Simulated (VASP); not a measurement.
# Rh (Fm-3m) in VASP: further runs

Runs on Rh. Level: PBE+D3(BJ). Tasks: single point, relaxation of cell and atoms.

Everything below comes from runs of VASP 6.6.1. Logs are shortened: lines on timing, memory, paths and dates and some standing lists are left out, and cuts for length are marked.

## (1) The cell of the first run

It takes space group Fm-3m (No. 225, cubic). Conventional cell: a = 3.794 Å, b = 3.794 Å, c = 3.794 Å, α = 90.00°, β = 90.00°, γ = 90.00°. Rh (site symmetry m-3m) has 12 Rh at 2.68 Å within 3.5 Å.

## (2) Single point, PBE+D3(BJ)

INCAR

```
PREC = Accurate ; ENCUT = 520
EDIFF = 1E-7 ; ISMEAR = 0
SIGMA = 0.1 ; LREAL = F
LASPH = T ; NELM = 60
ALGO = Normal ; ISIF = 2
LWAVE = F ; LCHARG = F
GGA = PE ; IVDW = 12
NBANDS = 14
```

KPOINTS

```
regular mesh
0
Gamma
  18 18 18
```

POSCAR

```
Rh
1.0
    0.0000000000      1.8967838968      1.8967838968
    1.8967838968      0.0000000000      1.8967838968
    1.8967838968      1.8967838968      0.0000000000
Rh
1
Direct
    0.0000000000      0.0000000000      0.0000000000
```

Potentials or basis: VASP PAW PBE potentials, release 64 (Rh_pv).

Run with:

```
$ cat potpaw_PBE.64/Rh_pv/POTCAR > POTCAR
$ mpirun -np 1 vasp_std > vasp.out
```

OUTCAR:

```text
PREC = Accurate
   ENCUT = 520
   EDIFF = 1E-7
   ISMEAR = 0
   LREAL = F
   LASPH = T
   NELM = 60
   ISIF = 2
   GGA = PE
   IVDW = 12
 IVDW          = 12

 ion  position               nearest neighbor table
   1  0.000  0.000  0.000-

  LATTYP: Found a face centered cubic cell.
 ALAT       =     3.7935677936

  Lattice vectors:

 A1 = (   0.0000000000,   1.8967838968,   1.8967838968)
 A2 = (   1.8967838968,   0.0000000000,   1.8967838968)
 A3 = (   1.8967838968,   1.8967838968,   0.0000000000)

Analysis of symmetry for initial positions (statically):
=====================================================================
 Subroutine PRICEL returns:
 Original cell was already a primitive cell.

 Routine SETGRP: Setting up the symmetry group for a
 face centered cubic supercell.

 Subroutine GETGRP returns: Found 48 space group operations
 (whereof 48 operations were pure point group operations)
 out of a pool of 48 trial point group operations.

The static configuration has the point symmetry O_h .

Analysis of symmetry for dynamics (positions and initial velocities):
=====================================================================
 Subroutine PRICEL returns:
 Original cell was already a primitive cell.

 Routine SETGRP: Setting up the symmetry group for a
 face centered cubic supercell.

 Subroutine GETGRP returns: Found 48 space group operations
 (whereof 48 operations were pure point group operations)
 out of a pool of 48 trial point group operations.

The dynamic configuration has the point symmetry O_h .

 Subroutine INISYM returns: Found 48 space group operations
 (whereof 48 operations are pure point group operations),
 and found     1 'primitive' translations

----------------------------------------------------------------------------------------

                                     Primitive cell

  volume of cell :      13.6485

  direct lattice vectors                    reciprocal lattice vectors
     0.000000000  1.896783897  1.896783897    -0.263604094  0.263604094  0.263604094
     1.896783897  0.000000000  1.896783897     0.263604094 -0.263604094  0.263604094
     1.896783897  1.896783897  0.000000000     0.263604094  0.263604094 -0.263604094

  length of vectors
     2.682457512  2.682457512  2.682457512     0.456575683  0.456575683  0.456575683

  position of ions in fractional coordinates (direct lattice)
     0.000000000  0.000000000  0.000000000

  ion indices of the primitive-cell ions
[... 82 lines left out ...]
   POTIM  = 0.5000    time-step for ionic-motion
   TEBEG  =    0.0;   TEEND  =   0.0 temperature during run
   PSTRESS=    0.0 pullay stress
   NELECT =      15.0000    total number of electrons
   NUPDOWN=      -1.0000    fix difference up-down
   EMIN   =  10.00;   EMAX   =-10.00  energy-range for DOS
   EFERMI =   0.00;   METHOD = LEGACY
   ISMEAR =     0;   SIGMA  =   0.10  broadening in eV -4-tet -1-fermi 0-gaus
   EFERMI_NEDOS =   21; number of points for ismear=-14 and -15
   IALGO  =     38    algorithm
   IMIX   =      4    mixing-type and parameters
     AMIX     =   0.40;   BMIX     =  1.00
     AMIX_MAG =   1.60;   BMIX_MAG =  1.00
  volume/ion in A,a.u.               =      13.65        92.10
  Fermi-wavevector in a.u.,A,eV,Ry     =   1.689445  3.192588 38.834082  2.854224
  Thomas-Fermi vector in A             =   2.771570
   LORBIT       =      0    0 simple, 1 ext, 2 COOP (PROOUT), +10 PAW based schemes
   GGA     = PE    functional components
   LHFCALC =     F    Hartree Fock is set to
   AEXX    =    0.0000 exact exchange contribution
   IVDW    =    12    specifies the selected vdW correction
   LEPSILON=     F    determine dielectric tensor
   LRPA    =     F    only Hartree local field effects (RPA)
 non-spin polarized calculation
 Gauss-broadening in eV      SIGMA  =   0.10
  energy-cutoff  :      520.00
  volume of cell :       13.65
 maximum number of plane-waves:       378
   NGX =  9   NGY =  9   NGZ =  9

 number of electron      15.0000007 magnetization

 Free energy of the ion-electron system (eV)
  ---------------------------------------------------
  ext. energy  EPLUGINS =         0.00000000
  ---------------------------------------------------
  free energy    TOTEN  =        -7.25181309 eV

  energy without entropy =       -7.24500566  energy(sigma->0) =       -7.24840938

 E-fermi :  12.0422     XC(G=0): -14.0798

 val. band max:       12.0413529014   @ k =   0.5000   0.3889   0.0556
 cond. band min:      12.0500734440   @ k =  -0.4444   0.3333   0.1667
 fundamental gap:      0.0087205426
 Fermi energy:        12.0421905023

 k-point     1 :       0.0000    0.0000    0.0000
  band No.  band energies     occupation
      1     -34.3597      2.00000
      2     -34.3596      2.00000
      3     -34.3596      2.00000
      4       4.0257      2.00000
      5       8.9227      2.00000
      6       8.9227      2.00000
      7       8.9227      2.00000
      8      11.0319      2.00000
      9      11.0319      2.00000
     10      28.0301      0.00000
     11      32.5362      0.00000
     12      33.5323      0.00000
     13      33.5323      0.00000
     14      33.5323      0.00000
[... 377 lines left out ...]
      1     -34.7223      2.00000
      2     -34.4336      2.00000
      3     -34.4009      2.00000
      4       5.8624      2.00000
      5       8.5816      2.00000
      6       9.3177      2.00000
      7       9.3702      2.00000
      8      10.8365      2.00000
      9      11.5267      2.00000
     10      27.5584      0.00000
     11      29.7695      0.00000
     12      32.5362      0.00000
     13      35.0369      0.00000
     14      36.8771      0.00000

 [... further k-points ...]

------------------------ aborting loop because EDIFF is reached ----------------------------------------

 Edisp (eV)   -0.65227

 E8    (eV) :    -0.2928

  FORCE on cell =-STRESS in cart. coord.  units (eV):
  Direction    XX          YY          ZZ          XY          YZ          ZX
  --------------------------------------------------------------------------------------
  -------------------------------------------------------------------------------------
  Total       0.00054     0.00054     0.00054    -0.00000     0.00000     0.00000
  in kB       0.06377     0.06377     0.06377    -0.00000     0.00000     0.00000
  external pressure =        0.06 kB  Pullay stress =        0.00 kB

 VOLUME and BASIS-vectors are now :
 -----------------------------------------------------------------------------
  energy-cutoff  :      520.00
  volume of cell :       13.65
      direct lattice vectors                 reciprocal lattice vectors
     0.000000000  1.896783897  1.896783897    -0.263604094  0.263604094  0.263604094
     1.896783897  0.000000000  1.896783897     0.263604094 -0.263604094  0.263604094
     1.896783897  1.896783897  0.000000000     0.263604094  0.263604094 -0.263604094

 POSITION                                       TOTAL-FORCE (eV/Angst)
 -----------------------------------------------------------------------------------
      0.00000      0.00000      0.00000         0.000000      0.000000      0.000000
 -----------------------------------------------------------------------------------
    total drift:                                0.000000     -0.000000      0.000000

  FREE ENERGIE OF THE ION-ELECTRON SYSTEM (eV)
  ---------------------------------------------------
  free  energy   TOTEN  =        -7.9040831868 eV

  energy  without entropy=       -7.8972757572  energy(sigma->0) =       -7.90067947
```

Run time: 16 s. Hardware: 1 thread of Intel Xeon 6975P-C, shared host; peak memory 0.16 GiB.

What came out:

* Free energy: -7.9041 eV
* Pressure: 0.0 GPa
* Dispersion energy per atom: -0.652 eV

Levels at points of the mesh, in eV from the Fermi level:
| k point | band 3 | band 4 | band 5 | band 6 | band 7 | band 8 | band 9 | band 10 | band 11 | band 12 |
| --- | --- | --- | --- | --- | --- | --- | --- | --- | --- | --- |
| (0.00, 0.00, 0.00) | -46.40 | -8.02 | -3.12 | -3.12 | -3.12 | -1.01 | -1.01 | 15.99 | 20.49 | 21.49 |
| (0.50, 0.00, 0.00) | -46.51 | -6.18 | -3.20 | -3.20 | 0.57 | 0.57 | 0.72 | 8.71 | 15.50 | 20.49 |
| (0.50, 0.50, 0.00) | -46.68 | -6.39 | -6.02 | 0.54 | 0.99 | 0.99 | 3.27 | 12.36 | 13.36 | 13.36 |

Caveat: pairwise dispersion overbinds metals, which lowers pressure and volume.

## (3) Relaxation of cell and atoms, PBE+D3(BJ)

This run uses another cell than the first one, of 13.78 Å³/atom, 1.010 times its volume.

INCAR

```
PREC = Accurate
ENCUT = 600
EDIFF = 1E-7
ISMEAR = 0
SIGMA = 0.1
LREAL = False
LASPH = True
NELM = 60
ALGO = Fast
ISIF = 3
LWAVE = False
LCHARG = False
GGA = PE
IVDW = 12
IBRION = 2
NSW = 100
EDIFFG = -0.005
```

KPOINTS

```
Automatic mesh
0
Gamma
  18 18 18
```

POSCAR

```
Rh
1.0
    0.0000000000      1.9029860865      1.9029860865
    1.9029860865      0.0000000000      1.9029860865
    1.9029860865      1.9029860865      0.0000000000
Rh
1
Direct
    0.0000000000      0.0000000000      0.0000000000
```

Potentials or basis: VASP PAW PBE potentials, release 64 (Rh_pv).

Run with:

```
$ cat potpaw_PBE.64/Rh_pv/POTCAR > POTCAR
$ mpirun -np 1 vasp_std > vasp.out
```

Run time: 55 s. Hardware: 1 thread of Intel Xeon 6975P-C, shared host; peak memory 0.18 GiB.

The run converged. Its results:

```yaml
Free_energy: -7.9045 eV
Relaxed_volume: 13.64 Å³/atom
Relaxed_cell: a = 2.682 Å, b = 2.682 Å, c = 2.682 Å, α = 60.00°, β = 60.00°, γ = 60.00°
Space_group_after_relaxing_to_0.05_Å: Fm-3m (No. 225)
Energy_gained_by_relaxing: 1.3 meV/atom
Ionic_steps: 3
Pressure_after_relaxing: 0.0 GPa
Dispersion_energy_per_atom: -0.653 eV
```

Step by step:
| step | energy change (eV) | largest force (eV/Å) | pressure (GPa) | volume (Å³) |
| --- | --- | --- | --- | --- |
| 1 | 0.0000 | 0.0000 | -2.81 | 13.78 |
| 2 | 0.0064 | 0.0000 | 7.52 | 13.31 |
| 3 | -0.0013 | 0.0000 | -0.01 | 13.64 |

Final structure:
```
Rh
1.0
     0.00000    1.89653    1.89653
     1.89653    0.00000    1.89653
     1.89653    1.89653    0.00000
Rh
1
Direct
  0.00000 0.00000 0.00000
```

Levels at points of the mesh, in eV from the Fermi level:
| k point | band 4 | band 5 | band 6 | band 7 | band 8 | band 9 | band 10 | band 11 |
| --- | --- | --- | --- | --- | --- | --- | --- | --- |
| (0.00, 0.00, 0.00) | -8.02 | -3.12 | -3.12 | -3.12 | -1.01 | -1.01 | 15.99 | 21.49 |
| (0.50, 0.00, 0.00) | -6.19 | -3.20 | -3.20 | 0.57 | 0.57 | 0.72 | 8.72 | 15.50 |
| (0.50, 0.50, 0.00) | -6.39 | -6.02 | 0.54 | 0.99 | 0.99 | 3.27 | 12.37 | 13.37 |

Caveat: pairwise dispersion overbinds metals, which lowers pressure and volume.
